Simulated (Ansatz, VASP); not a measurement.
**Zr3GeTe4: VASP beside Ansatz**

```xyz
8
Lattice="4.9943 0.0000 0.0000 -2.4971 4.3252 0.0000 0.0000 0.0000 11.8587" Properties=species:S:1:pos:R:3 pbc="T T T"
Zr    2.4971    1.4417    2.8341
Zr    2.4971    1.4417    9.0246
Zr    2.4971    1.4417    0.0000
Ge    0.0000    2.8834    0.0000
Te    0.0000    0.0000    5.9294
Te    0.0000    2.8834    8.7958
Te    0.0000    2.8834    3.0630
Te    2.4971    1.4417    5.9294
```

Alike in both runs: functional PBE; k mesh 4 × 4 × 2; occupations gaussian, width 0.2 eV; no spin polarisation.

Ansatz relaxed the structure, and its values are those at the end. VASP's run is a single point on that final structure, the one shown.

|  | VASP | Ansatz |
| --- | --- | --- |
| version | VASP 6.6.1 | Ansatz 0.2.0 |
| potentials or method | VASP PAW PBE potentials, release 64 (Zr_sv, Ge_d, Te), cutoff 520 eV | scalar-relativistic, plane waves, PAW |
| valence electrons in the cell | 74 | 114 |

```tsv
	VASP	Ansatz	Ansatz less VASP
gap on the k mesh at the Fermi level (eV)	none	none	-
pressure (GPa)	-0.1	-0.1	0.00
rms of the force components (eV/Å)	0.005	0.005	+0.0007
```

A gap of «none» marks a metal or a gap that the smearing closes. The functional is the same, so the differences come from potentials, cutoffs and numerics. VASP's potentials hold 74 valence electrons a cell and Ansatz's 114, so a difference there can come from the potentials and not from the codes.

The k mesh is coarse, so the values compare programs but aren't converged. Spin-orbit coupling is off throughout.
